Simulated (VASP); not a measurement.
# PdRuPt3: single point with PBE

PdRuPt3:

```
CELL_PARAMETERS angstrom
4.73058 0.00000 0.00000
0.00000 4.73058 0.00000
0.00000 0.00000 4.73058
ATOMIC_POSITIONS crystal
Ru 0.50000 0.50000 0.50000
Pd 0.00000 0.00000 0.00000
Pt 0.00000 0.50000 0.50000
Pt 0.50000 0.00000 0.50000
Pt 0.50000 0.50000 0.00000
```

```
Program             : VASP 6.6.1
Task                : single point
Functional          : PBE
Potentials or basis : VASP PAW PBE potentials, release 64 (Ru_pv, Pd, Pt)
Cutoff              : 520 eV
k mesh              : 4 × 4 × 4
Occupations         : gaussian, width 0.1 eV
Spin                : no spin polarisation
```

The pressure is 0.0 GPa. The band gap on the k mesh is zero (band 27 reaches 7.14 eV, above the bottom of band 28 at 5.43 eV).

Levels at points of the mesh, in eV from the Fermi level:
```tsv
k point	band 24	band 25	band 26	band 27	band 28	band 29	band 30	band 31
(0.00, 0.00, 0.00)	-0.41	0.95	0.95	1.04	1.04	1.04	1.45	1.45
(0.50, 0.00, 0.00)	-0.96	-0.79	-0.39	0.33	0.33	0.48	1.01	4.21
(0.50, 0.50, 0.00)	-1.12	-1.12	-1.05	-0.40	-0.40	0.28	0.32	0.32
(0.50, 0.50, 0.50)	-1.10	-1.07	-1.07	-1.07	-0.53	-0.53	1.35	1.35
```

It took 47 s on 1 thread of AMD EPYC 7R13 Processor (Zen 3) (shared host), peak memory 0.19 GiB.

Caveat: spin-orbit coupling is left out, which moves the levels of the heavy elements.
